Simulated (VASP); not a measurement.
# GaP (F-43m) in VASP: notebook, part 2 of 2

VASP 6.6.1.

### Step 3. Relaxation of cell and atoms, PBE+D3(BJ)

This run uses another cell than the first one, of 20.85 Å³/atom, 1.034 times its volume.

The input, INCAR:

```
SYSTEM = GaP
  PREC = Accurate
  ENCUT = 600
  EDIFF = 1E-7
  ISMEAR = 0
  SIGMA = 0.02
  LREAL = .FALSE.
  LASPH = .TRUE.
  NELM = 80
  ALGO = Normal
  ISIF = 3
  LWAVE = .FALSE.
  LCHARG = .FALSE.
  GGA = PE
  IVDW = 12
  IBRION = 2
  NSW = 70
  EDIFFG = -0.005
```

The input, KPOINTS:

```
regular mesh
0
G
  8 8 8
  0 0 0
```

The input, POSCAR:

```
GaP
1.0
    0.0000000000      2.7525368107      2.7525368107
    2.7525368107      0.0000000000      2.7525368107
    2.7525368107      2.7525368107      0.0000000000
Ga P
1 1
Direct
    0.0000000000      0.0000000000      0.0000000000
    0.2500000000      0.2500000000      0.2500000000
```

Potentials or basis: VASP PAW PBE potentials, release 64 (Ga_d, P).

Started as:

```bash
cat potpaw_PBE.64/Ga_d/POTCAR potpaw_PBE.64/P/POTCAR > POTCAR
mpirun -np 1 vasp_std > vasp.out
```

OUTCAR:

```text
SYSTEM = GaP
   PREC = Accurate
   ENCUT = 600
   EDIFF = 1E-7
   ISMEAR = 0
   LREAL = .FALSE.
   LASPH = .TRUE.
   NELM = 80
   ISIF = 3
   GGA = PE
   IVDW = 12
   IBRION = 2
   NSW = 70
   EDIFFG = -0.005
 IVDW          = 12

 ion  position               nearest neighbor table
   1  0.000  0.000  0.000-   2 2.38   2 2.38   2 2.38   2 2.38
   2  0.250  0.250  0.250-   1 2.38   1 2.38   1 2.38   1 2.38

  LATTYP: Found a face centered cubic cell.
 ALAT       =     5.5050736214

  Lattice vectors:

 A1 = (   0.0000000000,   2.7525368107,   2.7525368107)
 A2 = (   2.7525368107,   0.0000000000,   2.7525368107)
 A3 = (   2.7525368107,   2.7525368107,   0.0000000000)

Analysis of symmetry for initial positions (statically):
=====================================================================
 Subroutine PRICEL returns:
 Original cell was already a primitive cell.

 Routine SETGRP: Setting up the symmetry group for a
 face centered cubic supercell.

 Subroutine GETGRP returns: Found 24 space group operations
 (whereof 24 operations were pure point group operations)
 out of a pool of 48 trial point group operations.

The static configuration has the point symmetry T_d .

Analysis of symmetry for dynamics (positions and initial velocities):
=====================================================================
 Subroutine PRICEL returns:
 Original cell was already a primitive cell.

 Routine SETGRP: Setting up the symmetry group for a
 face centered cubic supercell.

 Subroutine GETGRP returns: Found 24 space group operations
 (whereof 24 operations were pure point group operations)
 out of a pool of 48 trial point group operations.

The dynamic configuration has the point symmetry T_d .

 Subroutine INISYM returns: Found 24 space group operations
 (whereof 24 operations are pure point group operations),
 and found     1 'primitive' translations

----------------------------------------------------------------------------------------

                                     Primitive cell

  volume of cell :      41.7090

  direct lattice vectors                    reciprocal lattice vectors
     0.000000000  2.752536811  2.752536811    -0.181650613  0.181650613  0.181650613
     2.752536811  0.000000000  2.752536811     0.181650613 -0.181650613  0.181650613
     2.752536811  2.752536811  0.000000000     0.181650613  0.181650613 -0.181650613

  length of vectors
     3.892674889  3.892674889  3.892674889     0.314628092  0.314628092  0.314628092

  position of ions in fractional coordinates (direct lattice)
     0.000000000  0.000000000  0.000000000
     0.250000000  0.250000000  0.250000000

  ion indices of the primitive-cell ions
   primitive index   ion index
                 1           1
                 2           2

----------------------------------------------------------------------------------------

 KPOINTS: regular mesh

Automatic generation of k-mesh.
 Grid dimensions read from file:
 generate k-points for:    8    8    8

 Generating k-lattice:

  Cartesian coordinates                     Fractional coordinates (reciprocal lattice)
    -0.022706327  0.022706327  0.022706327     0.125000000  0.000000000  0.000000000
     0.022706327 -0.022706327  0.022706327     0.000000000  0.125000000  0.000000000
     0.022706327  0.022706327 -0.022706327     0.000000000  0.000000000  0.125000000

  Length of vectors
     0.039328511  0.039328511  0.039328511

  Shift w.r.t. Gamma in fractional coordinates (k-lattice)
     0.000000000  0.000000000  0.000000000

 Subroutine IBZKPT returns following result:
 ===========================================

 Found     29 irreducible k-points:

 Following reciprocal coordinates:
            Coordinates               Weight
  0.000000  0.000000  0.000000      1.000000
  0.125000  0.000000  0.000000      8.000000
  0.250000  0.000000  0.000000      8.000000
  0.375000  0.000000  0.000000      8.000000
  0.500000  0.000000  0.000000      4.000000
  0.125000  0.125000  0.000000      6.000000
[... 16 lines left out ...]
  0.500000  0.250000  0.125000     48.000000
 -0.375000  0.250000  0.125000     24.000000
 [... further k-points ...]
   k-points           NKPTS =     29   k-points in BZ     NKDIM =     29   number of bands    NBANDS=     13
   number of dos      NEDOS =    301   number of ions     NIONS =      2
   total plane-waves  NPLWV =  32768
   dimension x,y,z NGX =    32 NGY =   32 NGZ =   32
   dimension x,y,z NGXF=    64 NGYF=   64 NGZF=   64
   ions per type =               1   1
   NGX,Y,Z   is equivalent  to a cutoff of  13.67, 13.67, 13.67 a.u.
   NGXF,Y,Z  is equivalent  to a cutoff of  27.33, 27.33, 27.33 a.u.
 SYSTEM =  GaP
   PREC   = accura    normal or accurate (medium, high low for compatibility)
   ISTART =      0    job   : 0-new  1-cont  2-samecut
   ICHARG =      2    charge: 1-file 2-atom 10-const
   ISPIN  =      1    spin polarized calculation?
   LNONCOLLINEAR =      F non collinear calculations
   LSORBIT =      F    spin-orbit coupling
   LASPH  =      T    aspherical Exc in radial PAW
   ENCUT  =  600.0 eV  44.10 Ry    6.64 a.u.   7.77  7.77  7.77*2*pi/ulx,y,z
   NELM   =     80;   NELMIN=  2; NELMDL= -5     # of ELM steps
   EDIFF  = 0.1E-06   stopping-criterion for ELM
   LREAL  =      F    real-space projection
   EDIFFG = -.5E-02   stopping-criterion for IOM
   NSW    =     70    number of steps for IOM
   IBRION =      2    ionic relax: 0-MD 1-quasi-New 2-CG
   NFREE  =      1    steps in history (QN), initial steepest desc. (CG)
   ISIF   =      3    stress and relaxation
   ISYM   =      2    0-nonsym 1-usesym 2-fastsym
   POTIM  = 0.5000    time-step for ionic-motion
   TEBEG  =    0.0;   TEEND  =   0.0 temperature during run
   PSTRESS=    0.0 pullay stress
   NELECT =      18.0000    total number of electrons
   NUPDOWN=      -1.0000    fix difference up-down
   EMIN   =  10.00;   EMAX   =-10.00  energy-range for DOS
   EFERMI =   0.00;   METHOD = LEGACY
   ISMEAR =     0;   SIGMA  =   0.02  broadening in eV -4-tet -1-fermi 0-gaus
   EFERMI_NEDOS =   21; number of points for ismear=-14 and -15
   IALGO  =     38    algorithm
   IMIX   =      4    mixing-type and parameters
     AMIX     =   0.40;   BMIX     =  1.00
     AMIX_MAG =   1.60;   BMIX_MAG =  1.00
  volume/ion in A,a.u.               =      20.85       140.73
  Fermi-wavevector in a.u.,A,eV,Ry     =   1.237150  2.337875 20.824279  1.530541
  Thomas-Fermi vector in A             =   2.371730
   LORBIT       =      0    0 simple, 1 ext, 2 COOP (PROOUT), +10 PAW based schemes
   GGA     = PE    functional components
   LHFCALC =     F    Hartree Fock is set to
   AEXX    =    0.0000 exact exchange contribution
   IVDW    =    12    specifies the selected vdW correction
   LEPSILON=     F    determine dielectric tensor
   LRPA    =     F    only Hartree local field effects (RPA)
 conjugate gradient relaxation of ions
 non-spin polarized calculation
 Gauss-broadening in eV      SIGMA  =   0.02
  energy-cutoff  :      600.00
  volume of cell :       41.71
 maximum number of plane-waves:      1411
   NGX = 15   NGY = 15   NGZ = 15

--------------------------------------- Ionic step        1  -------------------------------------------

 number of electron      17.9999991 magnetization

 Free energy of the ion-electron system (eV)
  ---------------------------------------------------
  ext. energy  EPLUGINS =         0.00000000
  ---------------------------------------------------
  free energy    TOTEN  =        -9.12547137 eV

  energy without entropy =       -9.12547137  energy(sigma->0) =       -9.12547137

------------------------ aborting loop because EDIFF is reached ----------------------------------------

 Edisp (eV)   -0.61272

 E8    (eV) :    -0.2596
[... 71 lines left out ...]
--------------------------------------- Ionic step        3  -------------------------------------------

 number of electron      18.0000004 magnetization

 Free energy of the ion-electron system (eV)
  ---------------------------------------------------
  ext. energy  EPLUGINS =         0.00000000
  ---------------------------------------------------
  free energy    TOTEN  =        -9.11416874 eV

  energy without entropy =       -9.11416874  energy(sigma->0) =       -9.11416874

 E-fermi :   4.8023     XC(G=0):  -9.8475

 val. band max:        4.6851172814   @ k =   0.0000   0.0000   0.0000
 cond. band min:       6.3216402949   @ k =   0.3750   0.3750   0.0000
 fundamental gap:      1.6365230135
 Fermi energy:         4.8022977811

 k-point     1 :       0.0000    0.0000    0.0000
  band No.  band energies     occupation
      1      -9.8722      2.00000
      2      -9.8722      2.00000
      3      -9.8722      2.00000
      4      -9.7715      2.00000
      5      -9.7715      2.00000
      6      -7.8306      2.00000
      7       4.6851      2.00000
      8       4.6851      2.00000
      9       4.6851      2.00000
     10       6.5380      0.00000
     11       8.5735      0.00000
     12       8.5735      0.00000
     13       8.5735      0.00000
[... 354 lines left out ...]
  band No.  band energies     occupation
      1      -9.9614      2.00000
      2      -9.8410      2.00000
      3      -9.8288      2.00000
      4      -9.7767      2.00000
      5      -9.7642      2.00000
      6      -5.3463      2.00000
      7      -1.7463      2.00000
      8       1.4815      2.00000
      9       2.7434      2.00000
     10       8.1513      0.00000
     11       8.9855      0.00000
     12      11.1533      0.00000
     13      12.6260      0.00000

 [... further k-points ...]

------------------------ aborting loop because EDIFF is reached ----------------------------------------

 Edisp (eV)   -0.63519

 E8    (eV) :    -0.2694
[... 25 lines left out ...]
  FREE ENERGIE OF THE ION-ELECTRON SYSTEM (eV)
  ---------------------------------------------------
  free  energy   TOTEN  =        -9.7493599362 eV

  energy  without entropy=       -9.7493599362  energy(sigma->0) =       -9.74935994

 reached required accuracy - stopping structural energy minimisation
```

OSZICAR:

```text
N       E                     dE             d eps       ncg     rms          rms(c)
DAV:   1     0.838712014683E+02    0.83871E+02   -0.98578E+03   754   0.209E+03
DAV:   2    -0.266269724303E+01   -0.86534E+02   -0.83514E+02   829   0.350E+02
DAV:   3    -0.925462542778E+01   -0.65919E+01   -0.65617E+01   954   0.780E+01
[... 26 lines left out ...]
DAV:   3    -0.911489406767E+01    0.71969E-02   -0.93169E-03   999   0.216E+00    0.114E-01
DAV:   4    -0.911428189739E+01    0.61217E-03   -0.88137E-04   882   0.493E-01    0.486E-02
DAV:   5    -0.911417224936E+01    0.10965E-03   -0.64398E-05   994   0.121E-01    0.170E-02
DAV:   6    -0.911416870336E+01    0.35460E-05   -0.62087E-06   977   0.437E-02    0.836E-03
DAV:   7    -0.911416874161E+01   -0.38258E-07   -0.61658E-07   929   0.154E-02
   3 F= -.97493599E+01 E0= -.97493599E+01  d E =-.111714E-01
```

It took 18 s on 1 thread of Intel Xeon 6975P-C (Granite Rapids), shared host; peak memory 0.2 GiB.

What came out:

```yaml
Free_energy: -9.7494 eV
Relaxed_volume: 20.18 Å³/atom
Relaxed_cell: a = 3.850 Å, b = 3.850 Å, c = 3.850 Å, α = 60.00°, β = 60.00°, γ = 60.00°
Space_group_after_relaxing_to_0.05_Å: F-43m (No. 216)
Energy_gained_by_relaxing: 5.6 meV/atom
Ionic_steps: 3
Pressure_after_relaxing: 0.0 GPa
Band_gap_on_the_k_mesh: 1.64 eV, indirect (least direct gap 1.85 eV)
Dispersion_energy_per_atom: -0.318 eV
```

The path:
| step | energy change (eV) | largest force (eV/Å) | pressure (GPa) | volume (Å³) |
| --- | --- | --- | --- | --- |
| 1 | 0.0000 | 0.0000 | -2.55 | 41.71 |
| 2 | -0.0086 | 0.0000 | 1.33 | 39.74 |
| 3 | -0.0112 | 0.0000 | -0.03 | 40.35 |

Final structure:
```cif
data_structure
_symmetry_space_group_name_H-M 'P 1'
_symmetry_Int_Tables_number 1
_cell_length_a 3.8500
_cell_length_b 3.8500
_cell_length_c 3.8500
_cell_angle_alpha 60.000
_cell_angle_beta 60.000
_cell_angle_gamma 60.000
_cell_volume 40.35
loop_
_atom_site_label
_atom_site_type_symbol
_atom_site_fract_x
_atom_site_fract_y
_atom_site_fract_z
_atom_site_occupancy
Ga1 Ga 0.00000 0.00000 0.00000 1
P1 P 0.25000 0.25000 0.25000 1
```
